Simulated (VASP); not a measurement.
A run of VASP 6.6.1 is set up as follows.

INCAR

```
SYSTEM = WC
  ALGO = Normal
  EDIFF = 1E-6
  ENCUT = 520
  GGA = PS
  ISIF = 2
  ISMEAR = 0
  LASPH = .True.
  LCHARG = .False.
  LREAL = .False.
  LWAVE = .False.
  NBANDS = 16
  NELM = 60
  PREC = Accurate
  SIGMA = 0.15
```

File KPOINTS:

```
k-points
0
Gamma
  18 18 18
  0 0 0
```

Contents of POSCAR:

```
WC
1.0
    0.0000000000      2.2803913600      2.2803913600
    2.2803913600      0.0000000000      2.2803913600
    2.2803913600      2.2803913600      0.0000000000
W C
1 1
Direct
    0.0000000000      0.0000000000      0.0000000000
    0.5000000000      0.5000000000      0.5000000000
```

Potentials or basis: VASP PAW PBE potentials, release 64 (W_sv, C).

Launch:

```bash
$ cat potpaw_PBE.64/W_sv/POTCAR potpaw_PBE.64/C/POTCAR > POTCAR
$ mpirun -np 1 vasp_std > vasp.out
```

What does it give for the pressure?

-40.7 GPa.

Predict the band gap on the k mesh.

zero (band 9 reaches 11.34 eV, above the bottom of band 10 at 8.71 eV).

Caveat: the cell differs from its parent crystal (strain +0.040 along x and y, +0.040 along z); the PAW data sets were made with another functional, which shifts forces and pressure a little; spin-orbit coupling is left out, which moves the levels of the heavy elements.
